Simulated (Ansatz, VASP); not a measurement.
# Pd: VASP beside Ansatz

```
Pd
1.0
    -1.54367    1.54367    1.54367
     1.54367   -1.54367    1.54367
     1.54367    1.54367   -1.54367
Pd
1
Direct
  0.00000 0.00000 0.00000
```

Alike in both runs: task relaxation of cell and atoms; functional r2SCAN; k mesh 14 × 14 × 14; occupations fermi-dirac, width 0.1 eV; no spin polarisation.

|  | VASP | Ansatz |
| --- | --- | --- |
| version | VASP 6.6.1 | Ansatz 0.2.0 |
| potentials or method | VASP PAW PBE potentials, release 64 (Pd), cutoff 600 eV | plane waves (500 eV) with PAW, scalar-relativistic |
| valence electrons in the cell | 10 | 18 |

```csv
,VASP,Ansatz,Ansatz less VASP
relaxed volume (Å³/atom),15.12,15.06,-0.055
relaxed length of the cell vector where the two differ most in proportion (Å),2.698,2.695,-0.0033
```

VASP's potentials were made for PBE, not for r2SCAN. VASP's potentials hold 10 valence electrons a cell and Ansatz's 18, so a difference there can come from the potentials and not from the codes.
